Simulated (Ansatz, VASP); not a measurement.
**One calculation of Cr, two programs**

```
CELL_PARAMETERS angstrom
0.00000 1.81349 1.81349
1.81349 0.00000 1.81349
1.81349 1.81349 0.00000
ATOMIC_POSITIONS crystal
Cr 0.00000 0.00000 0.00000
```

Alike in both runs: functional PBE; k mesh 8 × 8 × 8; occupations gaussian, width 0.1 eV; no spin polarisation.

Ansatz relaxed the structure, and its values are those at the end. VASP's run is a single point on that final structure, the one shown.

|  | VASP | Ansatz |
| --- | --- | --- |
| version | VASP 6.6.1 | Ansatz 0.2.0 |
| potentials or method | VASP PAW PBE potentials, release 64 (Cr_pv), cutoff 520 eV | scalar-relativistic, plane waves, PAW |
| valence electrons in the cell | 12 | 14 |

|  | VASP | Ansatz | Ansatz less VASP |
| --- | --- | --- | --- |
| gap on the k mesh at the Fermi level (eV) | none | none | - |
| pressure (GPa) | -0.3 | 0.1 | +0.43 |

A gap of «none» marks a metal or a gap that the smearing closes. The functional is the same, so the differences come from potentials, cutoffs and numerics. VASP's potentials hold 12 valence electrons a cell and Ansatz's 14, so a difference there can come from the potentials and not from the codes.

The k mesh is coarse, so the values compare programs but aren't converged.
